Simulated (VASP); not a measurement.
# GaP (F-43m) in VASP: settings compared, part 3 of 3

VASP 6.6.1.

**5. Single point, B3LYP**

This run uses another cell than the first one, of 19.43 Å³/atom.

Input file POSCAR:

```
GaP
1.0
    0.0000000000      2.6884177822      2.6884177822
    2.6884177822      0.0000000000      2.6884177822
    2.6884177822      2.6884177822      0.0000000000
Ga P
1 1
Direct
    0.0000000000      0.0000000000      0.0000000000
    0.7500000000      0.7500000000      0.7500000000
```

Input file INCAR.step1:

```
  ALGO = Normal
  EDIFF = 1E-5
  ENCUT = 520
  GGA = PE
  ISIF = 2
  ISMEAR = -1
  LASPH = T
  LREAL = F
  LWAVE = T
  NBANDS = 16
  NELM = 80
  PREC = Accurate
  SIGMA = 0.05
```

Input file INCAR.step2:

```
  AEXX = 0.2
  AGGAC = 0.81
  AGGAX = 0.72
  ALDAC = 0.19
  ALGO = Normal
  EDIFF = 1E-7
  ENCUT = 520
  GGA = B3
  ISIF = 2
  ISMEAR = -1
  ISTART = 1
  LASPH = T
  LCHARG = T
  LELF = T
  LHFCALC = T
  LREAL = F
  LVHAR = T
  LWAVE = F
  NBANDS = 16
  NELM = 80
  PREC = Accurate
  PRECFOCK = Normal
  SIGMA = 0.05
```

Input file KPOINTS:

```
k-points
0
Gamma
  4 4 4
```

Potentials or basis: VASP PAW PBE potentials, release 64 (Ga_d, P).

The run is started by

```
$ cat potpaw_PBE.64/Ga_d/POTCAR potpaw_PBE.64/P/POTCAR > POTCAR
$ cp INCAR.step1 INCAR
$ mpirun -np 1 vasp_std > vasp.out
$ cp INCAR.step2 INCAR
$ mpirun -np 1 vasp_std > vasp.out
```

OUTCAR:

```text
AEXX = 0.2
   EDIFF = 1E-7
   ENCUT = 520
   GGA = B3
   ISIF = 2
   ISMEAR = -1
   ISTART = 1
   LASPH = T
   LHFCALC = T
   LREAL = F
   NELM = 80
   PREC = Accurate
   PRECFOCK = Normal

 ion  position               nearest neighbor table
   1  0.000  0.000  0.000-   2 2.33   2 2.33   2 2.33   2 2.33
   2  0.750  0.750  0.750-   1 2.33   1 2.33   1 2.33   1 2.33

  LATTYP: Found a face centered cubic cell.
 ALAT       =     5.3768355644

  Lattice vectors:

 A1 = (   0.0000000000,   2.6884177822,   2.6884177822)
 A2 = (   2.6884177822,   0.0000000000,   2.6884177822)
 A3 = (   2.6884177822,   2.6884177822,   0.0000000000)

Analysis of symmetry for initial positions (statically):
=====================================================================
 Subroutine PRICEL returns:
 Original cell was already a primitive cell.

 Routine SETGRP: Setting up the symmetry group for a
 face centered cubic supercell.

 Subroutine GETGRP returns: Found 24 space group operations
 (whereof 24 operations were pure point group operations)
 out of a pool of 48 trial point group operations.

The static configuration has the point symmetry T_d .

Analysis of symmetry for dynamics (positions and initial velocities):
=====================================================================
 Subroutine PRICEL returns:
 Original cell was already a primitive cell.

 Routine SETGRP: Setting up the symmetry group for a
 face centered cubic supercell.

 Subroutine GETGRP returns: Found 24 space group operations
 (whereof 24 operations were pure point group operations)
 out of a pool of 48 trial point group operations.

The dynamic configuration has the point symmetry T_d .

 Subroutine INISYM returns: Found 24 space group operations
 (whereof 24 operations are pure point group operations),
[... 102 lines left out ...]
  Thomas-Fermi vector in A             =   2.399846
   LORBIT       =      0    0 simple, 1 ext, 2 COOP (PROOUT), +10 PAW based schemes
   GGA     = B3    functional components
   LHFCALC =     T    Hartree Fock is set to
   PRECFOCK=normal    Normal, Fast or Accurate (Low or Medium for compatibility)
   ENCUT4O =  -1.0   cutoff for four orbital integrals eV
   NKREDX  =     1    reduce k-point grid by
   NKREDY  =     1    reduce k-point grid by
   NKREDZ  =     1    reduce k-point grid by
   AEXX    =    0.2000 exact exchange contribution
   HFSCREEN=    0.0000 screening length (either q_TF or 0.3 A-1)
   HFSCREENC=   0.0000 screening length for correlation (either q_TF or 0.3 A-1)
   ENCUTFOCK=  -1.0 apply spherical cutoff to Coloumb kernel
   IVDW    =     0    specifies the selected vdW correction
   LEPSILON=     F    determine dielectric tensor
   LRPA    =     F    only Hartree local field effects (RPA)
 non-spin polarized calculation
  energy-cutoff  :      520.00
  volume of cell :       38.86
 maximum number of plane-waves:      1056
  NGX = 24; NGY = 24; NGZ = 24

 number of electron      17.9999992 magnetization

 Free energy of the ion-electron system (eV)
  ---------------------------------------------------
  ext. energy  EPLUGINS =         0.00000000
  ---------------------------------------------------
  free energy    TOTEN  =        -9.83777317 eV

  energy without entropy =       -9.83777317  energy(sigma->0) =       -9.83777317

 E-fermi :   5.7487     XC(G=0):  -7.9539

 val. band max:        4.6499167123   @ k =   0.0000   0.0000   0.0000
 cond. band min:       7.5119929234   @ k =   0.5000   0.5000   0.0000
 fundamental gap:      2.8620762112
 Fermi energy:         5.7487290487

 k-point     1 :       0.0000    0.0000    0.0000
  band No.  band energies     occupation
      1     -12.0854      2.00000
      2     -12.0854      2.00000
      3     -12.0854      2.00000
      4     -11.9724      2.00000
      5     -11.9724      2.00000
      6      -9.2053      2.00000
[... 129 lines left out ...]
      3     -12.0211      2.00000
      4     -11.9894      2.00000
      5     -11.9636      2.00000
      6      -5.7642      2.00000
[... 8 lines left out ...]
     15      18.5908      0.00000
     16      20.5681      0.00000

------------------------ aborting loop because EDIFF is reached ----------------------------------------

  FORCE on cell =-STRESS in cart. coord.  units (eV):
  Direction    XX          YY          ZZ          XY          YZ          ZX
  --------------------------------------------------------------------------------------
  -------------------------------------------------------------------------------------
  Total        2.0426148      2.0426148      2.0426148      0.0000000      0.0000000     -0.0000000
  in kB       84.2125444     84.2125444     84.2125444      0.0000000      0.0000000     -0.0000000
  external PRESSURE =      84.2125444 kB  Pullay stress =       0.0000000 kB

 VOLUME and BASIS-vectors are now :
 -----------------------------------------------------------------------------
  energy-cutoff  :      520.00
  volume of cell :       38.86
      direct lattice vectors                 reciprocal lattice vectors
     0.000000000  2.688417782  2.688417782    -0.185982998  0.185982998  0.185982998
     2.688417782  0.000000000  2.688417782     0.185982998 -0.185982998  0.185982998
     2.688417782  2.688417782  0.000000000     0.185982998  0.185982998 -0.185982998

 POSITION                                       TOTAL-FORCE (eV/Angst)
 -----------------------------------------------------------------------------------
      0.00000      0.00000      0.00000        -0.000000      0.000000     -0.000000
      4.03263      4.03263      4.03263         0.000000     -0.000000      0.000000
 -----------------------------------------------------------------------------------
    total drift:                                0.000030      0.000026      0.000023

  FREE ENERGIE OF THE ION-ELECTRON SYSTEM (eV)
  ---------------------------------------------------
  free  energy   TOTEN  =        -9.8377731662 eV

  energy  without entropy=       -9.8377731661  energy(sigma->0) =       -9.83777317
```

Run time: 7.1 min. Hardware: 1 thread of Intel Xeon Platinum 8375C at 2.90GHz (Ice Lake), shared host; peak memory 0.17 GiB.

Results:

* Free energy: -9.8378 eV
* Pressure: 8.4 GPa
* Band gap on the k mesh: 2.86 eV (least direct gap 3.51 eV)

Levels at points of the mesh, in eV from the valence-band top:
| k point | band 6 | band 7 | band 8 | band 9 | band 10 | band 11 | band 12 | band 13 |
| --- | --- | --- | --- | --- | --- | --- | --- | --- |
| (0.00, 0.00, 0.00) | -13.86 | 0.00 | 0.00 | 0.00 | 3.51 | 5.26 | 5.26 | 5.26 |
| (0.50, 0.00, 0.00) | -11.54 | -7.36 | -1.26 | -1.26 | 3.11 | 6.15 | 6.15 | 9.99 |
| (0.50, 0.50, 0.00) | -10.52 | -7.47 | -3.01 | -3.01 | 2.86 | 3.11 | 12.72 | 12.72 |

Caveat: the k points lie up to 0.51 Å⁻¹ apart; the PAW data sets were made with another functional, which shifts forces and pressure a little. A k mesh can miss the band edges.

**6. Single point, B3LYP**

This run uses another cell than the first one, of 19.84 Å³/atom.

Input file POSCAR:

```
GaP
1.0
    0.0000000000      2.7069591804      2.7069591804
    2.7069591804      0.0000000000      2.7069591804
    2.7069591804      2.7069591804      0.0000000000
Ga P
1 1
Direct
    0.0000000000      0.0000000000      0.0000000000
    0.7500000000      0.7500000000      0.7500000000
```

Input file INCAR.step1:

```
SYSTEM = GaP
PREC = Accurate
ENCUT = 520
EDIFF = 1E-5
ISMEAR = -1
SIGMA = 0.05
LREAL = .FALSE.
LASPH = .TRUE.
NELM = 80
ALGO = Normal
ISIF = 2
LWAVE = .TRUE.
LCHARG = .FALSE.
NBANDS = 16
GGA = PE
```

Input file INCAR.step2:

```
SYSTEM = GaP
PREC = Accurate
ENCUT = 520
EDIFF = 1E-6
ISMEAR = -1
SIGMA = 0.05
LREAL = .FALSE.
LASPH = .TRUE.
NELM = 80
ALGO = Normal
ISIF = 2
LWAVE = .FALSE.
LCHARG = .FALSE.
GGA = B3
LHFCALC = .TRUE.
AEXX = 0.2
AGGAX = 0.72
AGGAC = 0.81
ALDAC = 0.19
PRECFOCK = Normal
NBANDS = 16
ISTART = 1
```

Input file KPOINTS:

```
regular mesh
0
G
  4 4 4
  0 0 0
```

Potentials or basis: VASP PAW PBE potentials, release 64 (Ga_d, P).

The run is started by

```
$ cat potpaw_PBE.64/Ga_d/POTCAR potpaw_PBE.64/P/POTCAR > POTCAR
$ cp INCAR.step1 INCAR
$ mpirun -np 1 vasp_std > vasp.out
$ cp INCAR.step2 INCAR
$ mpirun -np 1 vasp_std > vasp.out
```

It took 5.1 min on 1 thread of Intel Xeon Platinum 8375C at 2.90GHz (Ice Lake), shared host; peak memory 0.17 GiB.

The run converged. Its results:

| Quantity | Value |
| --- | --- |
| Free energy | -9.8748 eV |
| Pressure | 6.1 GPa |
| Band gap on the k mesh | 2.90 eV (least direct gap 3.31 eV) |

Levels at points of the mesh, in eV from the valence-band top:
```tsv
k point	band 7	band 8	band 9	band 10	band 11	band 12
(0.00, 0.00, 0.00)	0.00	0.00	0.00	3.31	5.26	5.26
(0.50, 0.00, 0.00)	-7.23	-1.22	-1.22	3.03	6.15	6.15
(0.50, 0.50, 0.00)	-7.37	-2.93	-2.93	2.90	3.13	12.55
```

Caveat: the k points lie up to 0.50 Å⁻¹ apart; the PAW data sets were made with another functional, which shifts forces and pressure a little. A k mesh can miss the band edges.

**7. The runs side by side**

| task | level | cell | cutoff (eV) | share of exact exchange | gap on the mesh (eV) | pressure (GPa) |
| --- | --- | --- | --- | --- | --- | --- |
| single point | HF | a = 3.928 Å, angles 60.0°, 2 atoms | 520 | 1 | 7.93 | -0.6 |
| relaxation of cell and atoms | HF | relaxed from a = 3.854 Å, angles 60.0°, 2 atoms | 600 | 1 | 7.92 | 0.0 |
| single point | B3LYP | a = 3.775 Å, angles 60.0°, 2 atoms | 520 | 0.2 | 2.82 | 10.9 |
| single point | B3LYP | a = 3.802 Å, angles 60.0°, 2 atoms | 520 | 0.2 | 2.86 | 8.4 |
| single point | B3LYP | a = 3.828 Å, angles 60.0°, 2 atoms | 520 | 0.2 | 2.90 | 6.1 |

Alike in all rows: potentials or basis VASP PAW PBE potentials, release 64 (Ga_d, P); no spin polarisation; k mesh 4 × 4 × 4; smearing fermi-dirac 0.05 eV.

Caveats: all runs use coarse meshes; the PAW data sets were made with another functional, which shifts forces and pressure a little.

Absolute energies hang on the potentials; compare differences alone.
